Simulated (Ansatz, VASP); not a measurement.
**Two plane-wave programs on InSb**

```xyz
2
Lattice="0.0000 3.1735 3.1735 3.1735 0.0000 3.1735 3.1735 3.1735 0.0000" Properties=species:S:1:pos:R:3 pbc="T T T"
In    0.0000    0.0000    0.0000
Sb    4.7603    4.7603    4.7603
```

Change from the starting cell: volume scaled by 0.9405, PAW files.

Alike in both runs: task electric field gradients; functional LDA; k mesh 10 × 10 × 10; occupations fermi-dirac, width 0.03 eV; no spin polarisation.

```csv
,VASP,Ansatz
version,VASP 6.6.1,Ansatz 0.2.0
potentials or method,"VASP PAW LDA potentials, release 64 (In_d, Sb)","PAW with Ansatz's default frozen-core files, scalar-relativistic"
plane-wave cutoff (eV),520,420
valence electrons in the cell,18,28
```

|  | VASP | Ansatz | Ansatz less VASP |
| --- | --- | --- | --- |
| pressure (GPa) | 2.6 | 2.5 | -0.12 |

LDA's correlation is that of Perdew and Zunger in VASP and of Perdew and Wang (1992) in Ansatz. VASP's potentials hold 18 valence electrons a cell and Ansatz's 28, so a difference there can come from the potentials and not from the codes.

Spin-orbit coupling is off throughout.
